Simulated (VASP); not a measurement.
Write the native input for VASP 6.6.1 that does the following.

* Task: single point
* Functional: PBEsol
* Potentials or basis: VASP PAW PBE potentials, release 64 (Pt)
* Cutoff: 520 eV
* k mesh: 22 × 14 × 14
* Occupations: gaussian, width 0.15 eV
* Spin: no spin polarisation
* Dipole correction: no
* Further INCAR settings: ALGO = Fast; EDIFF = 1e-07; NBANDS = 28

The structure of Pt lies in POSCAR:

```
Pt
1.0
   -2.7251696203      0.0000000000      0.0000000000
    0.0000000000      0.0000000000     -4.7068056308
    0.0000000000     -4.7201322416      0.0000000000
Pt
4
Direct
    0.9266100728      0.2500000000      0.3333333333
    0.4266100728      0.2500000000      0.8333333333
    0.5733899272      0.7500000000      0.1666666667
    0.0733899272      0.7500000000      0.6666666667
```

This cell differs from its parent crystal: atoms displaced along a vibrational mode.

The input as run:

INCAR

```
SYSTEM = Pt
  ALGO = Fast
  EDIFF = 1E-7
  ENCUT = 520
  GGA = PS
  ISIF = 2
  ISMEAR = 0
  LASPH = .True.
  LCHARG = .False.
  LREAL = .False.
  LWAVE = .False.
  NBANDS = 28
  NELM = 100
  PREC = Accurate
  SIGMA = 0.15
```

KPOINTS

```
k-points
0
Gamma
  22 14 14
  0 0 0
```

Potentials or basis: VASP PAW PBE potentials, release 64 (Pt).

Run with:

```sh
$ cat potpaw_PBE.64/Pt/POTCAR > POTCAR
$ mpirun -np 1 vasp_std > vasp.out
```

It gave:

| Property | Result |
| --- | --- |
| Pressure | 1.3 GPa |
| Largest force | 0.398 eV/Å |
| Band gap on the k mesh | zero (bands 20 and 21 overlap by 1.49 eV) |

Caveat: the cell differs from its parent crystal (atoms displaced along a vibrational mode); the stress differs along the axes, from -1 to 4 GPa; the PAW data sets were made with another functional, which shifts forces and pressure a little; spin-orbit coupling is left out, which moves the levels of the heavy elements.

It took 52 min on 1 thread of Oxide Virtual Turin-like Processor, on a shared host, peak memory 1.4 GiB.
